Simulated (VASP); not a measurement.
NbSi2:

```
Nb Si
1.0
     4.79400    0.00000    0.00000
    -2.39700    4.15173    0.00000
     0.00000    0.00000    6.58900
Nb Si
3 6
Direct
  0.50000 0.00000 0.00000
  0.50000 0.50000 0.66667
  0.00000 0.50000 0.33333
  0.16700 0.33400 0.00000
  0.83300 0.16700 0.66667
  0.66600 0.83300 0.33333
  0.83300 0.66600 0.00000
  0.16700 0.83300 0.66667
  0.33400 0.16700 0.33333
```

| Property | Result |
| --- | --- |
| Program | VASP 6.6.1 |
| Task | relaxation of cell and atoms |
| Functional | PBE |
| Potentials or basis | VASP PAW PBE potentials, release 64 (Nb_sv, Si) |
| Cutoff | 600 eV |
| k mesh | 8 × 8 × 5 |
| Occupations | fermi-dirac, width 0.1 eV |
| Spin | no spin polarisation |

At the start: pressure 2.3 GPa; volume 14.57 Å³/atom.

Problem. How do energy, volume and symmetry change on relaxing?

Solution. Over 7 steps the energy falls by 16.2 meV/atom and the volume is 14.72 Å³/atom (+1.0 %); space group P6_422 (No. 181, to 0.05 Å).

The path:
| step | energy change (eV) | largest force (eV/Å) | pressure (GPa) | volume (Å³) |
| --- | --- | --- | --- | --- |
| 1 | 0.0000 | 0.7114 | 2.27 | 131.14 |
| 2 | -0.0869 | 0.2960 | -3.33 | 135.09 |
| 3 | -0.0892 | 0.3530 | -2.60 | 134.53 |
| 4 | -0.1445 | 0.0376 | 0.33 | 132.21 |
| 5 | -0.1449 | 0.0042 | 0.09 | 132.39 |
| 6 | -0.1456 | 0.0070 | 0.03 | 132.51 |
| 7 | -0.1458 | 0.0032 | 0.04 | 132.47 |

Final structure:
```
Nb Si
1.0
     4.80942    0.00000    0.00000
    -2.40471    4.16508    0.00000
     0.00000    0.00000    6.61304
Nb Si
3 6
Cartesian
  2.4047 0.0000 0.0000
  1.2024 2.0825 4.4087
  -1.2024 2.0825 2.2043
  0.0000 1.3285 0.0000
  3.6589 0.6642 4.4087
  1.2542 3.5009 2.2043
  2.4047 2.8366 0.0000
  -1.2542 3.5009 4.4087
  1.1505 0.6642 2.2043
```
